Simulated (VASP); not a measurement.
# SrCl2 (Fm-3m) in VASP: notebook, part 2 of 2

VASP 6.6.1. Earlier steps stand in the parts before.

### Step 3. Single point, PBE

This run uses another cell than the first one, of 28.65 Å³/atom, 1.005 times its volume.

INCAR reads:

```
ALGO     = Normal         # electronic algorithm
EDIFF    = 1E-7           # SCF threshold, eV
ENCUT    = 520            # plane-wave cutoff, eV
GGA      = PE             # functional
ISIF     = 2              # what is computed and relaxed
ISMEAR   = 0              # smearing method
LASPH    = True           # aspherical terms in the spheres
LCHARG   = False          # write CHGCAR
LREAL    = False          # projectors in reciprocal space
LWAVE    = False          # write WAVECAR
NBANDS   = 19             # bands
NELM     = 100            # most SCF steps
PREC     = Accurate       # precision mode
SIGMA    = 0.05           # smearing width, eV
```

KPOINTS reads:

```
k-points
0
Gamma
  8 8 8
```

POSCAR reads:

```
SrCl2
1.0
    0.0000000000      3.5025718745      3.5025718745
    3.5025718745      0.0000000000      3.5025718745
    3.5025718745      3.5025718745      0.0000000000
Sr Cl
1 2
Direct
    0.0000000000      0.0000000000      0.0000000000
    0.2500000000      0.2500000000      0.2500000000
    0.7500000000      0.7500000000      0.7500000000
```

Potentials or basis: VASP PAW PBE potentials, release 64 (Sr_sv, Cl).

Started as:

```bash
$ cat potpaw_PBE.64/Sr_sv/POTCAR potpaw_PBE.64/Cl/POTCAR > POTCAR
$ mpirun -np 1 vasp_std > vasp.out
```

It took 53 s on 1 thread of Intel Xeon Platinum 8259CL at 2.50GHz (Skylake/Cascade Lake), shared host; peak memory 0.25 GiB.

The run converged. Its results:

| Property | Result |
| --- | --- |
| Free energy | -12.7882 eV |
| Pressure | 0.6 GPa |
| Band gap on the k mesh | 5.29 eV, indirect (least direct gap 5.51 eV) |

Levels at points of the mesh, in eV from the valence-band top:
```
           k point  band 9  band 10  band 11  band 12  band 13  band 14  band 15  band 16
(0.00, 0.00, 0.00)   -2.08    -0.33    -0.33    -0.33     5.29     6.10     6.10     9.01
(0.50, 0.00, 0.00)   -1.47    -1.30    -1.03    -1.03     6.70     6.70     7.46     7.85
(0.50, 0.50, 0.00)   -1.85    -0.39    -0.39     0.00     5.51     7.00     7.57     7.97
```

A k mesh can miss the band edges. PBE gaps usually lie below the measured ones, often by a third to a half.

### Step 4. Single point, PBE (volume scaled by 0.980)

INCAR reads:

```
PREC = Accurate
ENCUT = 520
EDIFF = 1E-7
ISMEAR = 0
SIGMA = 0.05
LREAL = F
LASPH = T
NELM = 80
ALGO = Normal
ISIF = 2
LWAVE = F
LCHARG = T
GGA = PE
LELF = T
LVHAR = T
NBANDS = 19
```

KPOINTS reads:

```
Automatic mesh
0
Gamma
  8 8 8
```

POSCAR reads:

```
SrCl2
1.0
    0.0000000000      3.4969770152      3.4969770152
    3.4969770152      0.0000000000      3.4969770152
    3.4969770152      3.4969770152      0.0000000000
Sr Cl
1 2
Direct
    0.0000000000      0.0000000000      0.0000000000
    0.2500000000      0.2500000000      0.2500000000
    0.7500000000      0.7500000000      0.7500000000
```

Started as:

```bash
$ cat potpaw_PBE.64/Sr_sv/POTCAR potpaw_PBE.64/Cl/POTCAR > POTCAR
$ mpirun -np 1 vasp_std > vasp.out
```

It took 56 s on 1 thread of Intel Xeon Platinum 8259CL at 2.50GHz (Skylake/Cascade Lake), shared host; peak memory 0.25 GiB.

It converged, with:

- Free energy: -12.7862 eV
- Pressure: 0.8 GPa
- Band gap on the k mesh: 5.31 eV, indirect (least direct gap 5.51 eV)

Levels at points of the mesh, in eV from the valence-band top:
```tsv
k point	band 8	band 9	band 10	band 11	band 12	band 13	band 14	band 15	band 16	band 17
(0.00, 0.00, 0.00)	-2.10	-2.10	-0.33	-0.33	-0.33	5.31	6.10	6.10	9.02	9.02
(0.50, 0.00, 0.00)	-1.54	-1.48	-1.30	-1.04	-1.04	6.71	6.71	7.48	7.86	8.59
(0.50, 0.50, 0.00)	-1.86	-1.86	-0.40	-0.40	0.00	5.51	7.02	7.58	7.98	7.98
```

Caveat: the cell differs from its parent crystal (volume scaled by 0.980).

### Step 5. Single point, PBE

This run uses another cell than the first one, of 29.09 Å³/atom, 1.020 times its volume.

INCAR reads:

```
ALGO = Normal ; EDIFF = 1E-6
ENCUT = 520 ; GGA = PE
ISIF = 2 ; ISMEAR = 0
LASPH = True ; LCHARG = False
LREAL = False ; LWAVE = False
NBANDS = 19 ; NELM = 100
PREC = Accurate ; SIGMA = 0.05
```

KPOINTS reads:

```
k-points
0
Gamma
  8 8 8
```

POSCAR reads:

```
SrCl2
1.0
    0.0000000000      3.5206059550      3.5206059550
    3.5206059550      0.0000000000      3.5206059550
    3.5206059550      3.5206059550      0.0000000000
Sr Cl
1 2
Direct
    0.0000000000      0.0000000000      0.0000000000
    0.2500000000      0.2500000000      0.2500000000
    0.7500000000      0.7500000000      0.7500000000
```

Potentials or basis: VASP PAW PBE potentials, release 64 (Sr_sv, Cl).

Started as:

```bash
$ cat potpaw_PBE.64/Sr_sv/POTCAR potpaw_PBE.64/Cl/POTCAR > POTCAR
$ mpirun -np 1 vasp_std > vasp.out
```

OUTCAR:

```text
EDIFF = 1E-6
   ENCUT = 520
   GGA = PE
   ISIF = 2
   ISMEAR = 0
   LASPH = True
   LREAL = False
   NELM = 100
   PREC = Accurate

 ion  position               nearest neighbor table
   1  0.000  0.000  0.000-   3 3.05   3 3.05   3 3.05   2 3.05   2 3.05   2 3.05   3 3.05   2 3.05

   2  0.250  0.250  0.250-   1 3.05   1 3.05   1 3.05   1 3.05
   3  0.750  0.750  0.750-   1 3.05   1 3.05   1 3.05   1 3.05

  LATTYP: Found a face centered cubic cell.
 ALAT       =     7.0412119100

  Lattice vectors:

 A1 = (   0.0000000000,   3.5206059550,   3.5206059550)
 A2 = (   3.5206059550,   0.0000000000,   3.5206059550)
 A3 = (   3.5206059550,   3.5206059550,   0.0000000000)

Analysis of symmetry for initial positions (statically):
=====================================================================
 Subroutine PRICEL returns:
 Original cell was already a primitive cell.

 Routine SETGRP: Setting up the symmetry group for a
[... 166 lines left out ...]
  ---------------------------------------------------
  free energy    TOTEN  =       -12.79140701 eV

  energy without entropy =      -12.79140701  energy(sigma->0) =      -12.79140701

 E-fermi :   0.2593     XC(G=0):  -8.1647

 val. band max:       -0.0254561156   @ k =   0.5000   0.5000   0.0000
 cond. band min:       5.2062933812   @ k =   0.0000   0.0000   0.0000
 fundamental gap:      5.2317494968
 Fermi energy:         0.2593057263

 k-point     1 :       0.0000    0.0000    0.0000
  band No.  band energies     occupation
      1     -33.0049      2.00000
      2     -14.9848      2.00000
      3     -14.9848      2.00000
      4     -14.9848      2.00000
      5     -13.2467      2.00000
      6     -12.4517      2.00000
[... 505 lines left out ...]
      6     -12.5981      2.00000
[... 11 lines left out ...]
     18       8.7558      0.00000
     19       9.2544      0.00000

 [... further k-points ...]

------------------------ aborting loop because EDIFF is reached ----------------------------------------

  FORCE on cell =-STRESS in cart. coord.  units (eV):
  Direction    XX          YY          ZZ          XY          YZ          ZX
  --------------------------------------------------------------------------------------
  -------------------------------------------------------------------------------------
  Total        0.0393375      0.0393375      0.0393375      0.0000000      0.0000000      0.0000000
  in kB        0.7221633      0.7221633      0.7221633      0.0000000      0.0000000      0.0000000
  external PRESSURE =       0.7221633 kB  Pullay stress =       0.0000000 kB

 VOLUME and BASIS-vectors are now :
 -----------------------------------------------------------------------------
  energy-cutoff  :      520.00
  volume of cell :       87.27
      direct lattice vectors                 reciprocal lattice vectors
     0.000000000  3.520605955  3.520605955    -0.142021006  0.142021006  0.142021006
     3.520605955  0.000000000  3.520605955     0.142021006 -0.142021006  0.142021006
     3.520605955  3.520605955  0.000000000     0.142021006  0.142021006 -0.142021006

 POSITION                                       TOTAL-FORCE (eV/Angst)
 -----------------------------------------------------------------------------------
      0.00000      0.00000      0.00000        -0.000000      0.000000      0.000000
      1.76030      1.76030      1.76030         0.000000      0.000000      0.000000
      5.28091      5.28091      5.28091        -0.000000     -0.000000     -0.000000
 -----------------------------------------------------------------------------------
    total drift:                               -0.000000     -0.000000      0.000000

  FREE ENERGIE OF THE ION-ELECTRON SYSTEM (eV)
  ---------------------------------------------------
  free  energy   TOTEN  =       -12.7914070086 eV

  energy  without entropy=      -12.7914070086  energy(sigma->0) =      -12.79140701
```

stdout:

```text
POSCAR found type information on POSCAR SrCl
 POSCAR found :  2 types and       3 ions
 scaLAPACK will be used
 LDA part: xc-table for (Slater+PW92), standard interpolation
 POSCAR, INCAR and KPOINTS ok, starting setup
 FFT: planning ... GRIDC
 FFT: planning ... GRID_SOFT
 FFT: planning ... GRID
 WAVECAR not read
 entering main loop
```

It took 49 s on 1 thread of Intel Xeon Platinum 8259CL at 2.50GHz (Skylake/Cascade Lake), shared host; peak memory 0.25 GiB.

Results:

- Free energy: -12.7914 eV
- Pressure: 0.1 GPa
- Band gap on the k mesh: 5.23 eV, indirect (least direct gap 5.52 eV)

A k mesh can miss the band edges. Expect the measured gap to be larger: semilocal functionals such as PBE lack the derivative discontinuity.

### Step 6. Summary

| cell | gap on the mesh (eV) | pressure (GPa) |
| --- | --- | --- |
| a = 4.946 Å, angles 60.0°, 3 atoms | 5.31 | 0.8 |
| a = 4.953 Å, angles 60.0°, 3 atoms | 5.29 | 0.6 |
| a = 4.945 Å, angles 60.0°, 3 atoms | 5.31 | 0.8 |
| a = 4.979 Å, angles 60.0°, 3 atoms | 5.23 | 0.1 |

Alike in all rows: task single point; level PBE; potentials or basis VASP PAW PBE potentials, release 64 (Sr_sv, Cl); no spin polarisation; k mesh 8 × 8 × 8; cutoff (eV) 520; smearing gaussian 0.05 eV.

Absolute energies hang on the potentials; compare differences alone.
